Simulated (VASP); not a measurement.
# Fe (Im-3m) in VASP: settings compared, part 2 of 2

VASP 6.6.1.

## Step 4: Vibrations by perturbation theory, PBEsol, collinear spin, ferromagnetic start

This run uses another cell than the first one, of 10.82 Å³/atom.

File INCAR:

```
  PREC = Accurate
  ENCUT = 520
  EDIFF = 1E-8
  ISMEAR = -1
  SIGMA = 0.08
  LREAL = False
  LASPH = True
  NELM = 150
  ALGO = Normal
  ISIF = 2
  LWAVE = False
  LCHARG = False
  ISPIN = 2
  MAGMOM = 2.1
  LORBIT = 11
  LMAXMIX = 4
  GGA = PS
  NBANDS = 14
  IBRION = 8
  NSW = 1
```

File KPOINTS:

```
regular mesh
0
Gamma
  24 24 24
```

File POSCAR:

```
Fe
1.0
   -1.3933750065      1.3933750065      1.3933750065
    1.3933750065     -1.3933750065      1.3933750065
    1.3933750065      1.3933750065     -1.3933750065
Fe
1
Direct
    0.0000000000      0.0000000000      0.0000000000
```

Potentials or basis: VASP PAW PBE potentials, release 64 (Fe).

Started as:

```
$ cat potpaw_PBE.64/Fe/POTCAR > POTCAR
$ mpirun -np 1 vasp_std > vasp.out
```

OUTCAR:

```text
PREC = Accurate
   ENCUT = 520
   EDIFF = 1E-8
   ISMEAR = -1
   LREAL = False
   LASPH = True
   NELM = 150
   ISIF = 2
   ISPIN = 2
   LORBIT = 11
   GGA = PS
   IBRION = 8
   NSW = 1

 ion  position               nearest neighbor table
   1  0.000  0.000  0.000-

  LATTYP: Found a body centered cubic cell.
 ALAT       =     2.7867500130

  Lattice vectors:

 A1 = (  -1.3933750065,   1.3933750065,   1.3933750065)
 A2 = (   1.3933750065,  -1.3933750065,   1.3933750065)
[... 1081 lines left out ...]
  1X    -0.014077    0.000000   -0.000000
  1Y     0.000000   -0.014077    0.000000
  1Z    -0.000000    0.000000   -0.014077

 Eigenvectors and eigenvalues of the dynamical matrix
 ----------------------------------------------------

   1 f  =    0.248207 THz     1.559529 2PiTHz    8.279285 cm-1     1.026500 meV
             X         Y         Z           dx          dy          dz
      0.000000  0.000000  0.000000     0.707107    0.707107    0.000000

   2 f  =    0.248207 THz     1.559529 2PiTHz    8.279285 cm-1     1.026500 meV
             X         Y         Z           dx          dy          dz
      0.000000  0.000000  0.000000     0.707107   -0.707107    0.000000

   3 f  =    0.248207 THz     1.559529 2PiTHz    8.279285 cm-1     1.026500 meV
             X         Y         Z           dx          dy          dz
      0.000000  0.000000  0.000000     0.000000    0.000000    1.000000

--------------------------------------------------------------------------------------------------------

 ELASTIC MODULI CONTR FROM IONIC RELAXATION (kBar)
 Direction    XX          YY          ZZ          XY          YZ          ZX
 --------------------------------------------------------------------------------
 XX           0.0000      0.0000      0.0000      0.0000      0.0000      0.0000
 YY           0.0000      0.0000      0.0000      0.0000      0.0000      0.0000
 ZZ           0.0000      0.0000      0.0000      0.0000      0.0000      0.0000
 XY           0.0000      0.0000      0.0000      0.0000      0.0000      0.0000
 YZ           0.0000      0.0000      0.0000      0.0000      0.0000      0.0000
 ZX           0.0000      0.0000      0.0000      0.0000      0.0000      0.0000
 --------------------------------------------------------------------------------

 total charge

# of ion       s       p       d       tot
------------------------------------------
    1        0.511   0.590   6.278   7.379

 magnetization (x)

# of ion       s       p       d       tot
------------------------------------------
    1       -0.012  -0.049   2.143   2.081
```

OSZICAR:

```text
N       E                     dE             d eps       ncg     rms          rms(c)
DAV:   1     0.204622177980E+02    0.20462E+02   -0.38270E+03 25346   0.700E+02
DAV:   2    -0.928486115406E+01   -0.29747E+02   -0.27528E+02 25234   0.129E+02
[... 31 lines left out ...]
RMM:  10    -0.151883980825E+00    0.39046E-06   -0.15032E-09124727   0.263E-04    0.795E-05
RMM:  11    -0.151883381643E+00    0.59918E-06   -0.82913E-11124389   0.690E-05    0.292E-05
RMM:  12    -0.151883213555E+00    0.16809E-06   -0.32284E-11123184   0.322E-05    0.520E-06
RMM:  13    -0.151883236836E+00   -0.23281E-07   -0.12463E-11126480   0.908E-06    0.257E-06
RMM:  14    -0.151883254417E+00   -0.17581E-07   -0.13042E-11120001   0.451E-06    0.570E-07
RMM:  15    -0.151883252585E+00    0.18321E-08   -0.11794E-11113706   0.232E-06    0.133E-07
 Linear response finished
```

stdout:

```text
POSCAR found type information on POSCAR Fe
 POSCAR found :  1 types and       1 ions
 scaLAPACK will be used
 -----------------------------------------------------------------------------
|                                                                             |
|                                                                             |
|     You enforced a specific xc type in the INCAR file but a different       |
|     I HOPE YOU KNOW WHAT YOU ARE DOING!                                     |
|                                                                             |
 -----------------------------------------------------------------------------

 LDA part: xc-table for (Slater+PW92), standard interpolation
 POSCAR, INCAR and KPOINTS ok, starting setup
 FFT: planning ... GRIDC
 FFT: planning ... GRID_SOFT
 FFT: planning ... GRID
 WAVECAR not read
 entering main loop
 Linear response reoptimize wavefunctions to high precision
 Linear response DOF=           1
 Linear response progress:
 first order change of Fermi-energy  -0.19943E-03
 force on displaced ion       1 direction 1 :  -0.014   0.000   0.000
 Linear response finished
```

Wall time 8.3 min (1 thread of AMD EPYC 7R13 (Zen 3), shared host); peak memory 0.63 GiB.

Results:

| Item | Value |
| --- | --- |
| Net moment | 2.10 μB per cell |
| Site moments | Fe +2.08 μB |
| Valence electrons inside the program's atomic spheres | Fe 7.38 |

Caveat: the PAW data sets were made with another functional, which shifts forces and pressure a little.

## Step 5: Overview

| task | level | U | cell | moment (μB) |
| --- | --- | --- | --- | --- |
| single point | PBEsol+U | Fe d U = 2.0 eV | a = 2.470 Å, angles 109.5°, 1 atom | 2.67 |
| vibrations by perturbation theory | PBEsol | - | a = 2.401 Å, angles 109.5°, 1 atom | 2.07 |
| vibrations by perturbation theory | PBEsol | - | a = 2.413 Å, angles 109.5°, 1 atom | 2.10 |

Alike in all rows: potentials or basis VASP PAW PBE potentials, release 64 (Fe); spin collinear, ferromagnetic start; k mesh 24 × 24 × 24; cutoff (eV) 520; smearing fermi-dirac 0.08 eV.

Caveats: the PAW data sets were made with another functional, which shifts forces and pressure a little; the U is typed as a test and isn't derived for this compound (at least some runs); the cell stands under pressure or tension, which shifts response properties (at least some runs).

Absolute energies hang on the potentials; compare differences alone.
